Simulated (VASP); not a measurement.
Crystal: Au.

```xyz
1
Lattice="0.0000 2.0350 2.0350 2.0350 0.0000 2.0350 2.0350 2.0350 0.0000" Properties=species:S:1:pos:R:3 pbc="T T T"
Au    0.0000    0.0000    0.0000
```

| Item | Value |
| --- | --- |
| Program | VASP 6.6.1 |
| Task | relaxation of cell and atoms |
| Functional | r2SCAN |
| Potentials or basis | VASP PAW PBE potentials, release 64 (Au) |
| Cutoff | 600 eV |
| k mesh | 18 × 18 × 18 |
| Occupations | gaussian, width 0.1 eV |
| Spin | no spin polarisation |

At the start: pressure 7.4 GPa; volume 16.85 Å³/atom.

Q: Where does the relaxation end?

A: Over 4 steps the energy falls by 15.8 meV/atom and the volume is 17.57 Å³/atom (+4.3 %); space group Fm-3m (No. 225, to 0.1 Å) before and after.

The path:
```csv
step,energy change (eV),largest force (eV/Å),pressure (GPa),volume (Å³)
1,0.0000,0.0000,7.41,16.85
2,0.0214,0.0000,-8.70,18.83
3,-0.0158,0.0000,-0.09,17.59
4,-0.0158,0.0000,0.03,17.57
```

Final structure:
```xyz
1
Lattice="0.0000 2.0634 2.0634 2.0634 0.0000 2.0634 2.0634 2.0634 0.0000" Properties=species:S:1:pos:R:3 pbc="T T T"
Au    0.0000    0.0000    0.0000
```

Caveat: the PAW data sets were made with another functional, which shifts forces and pressure a little.
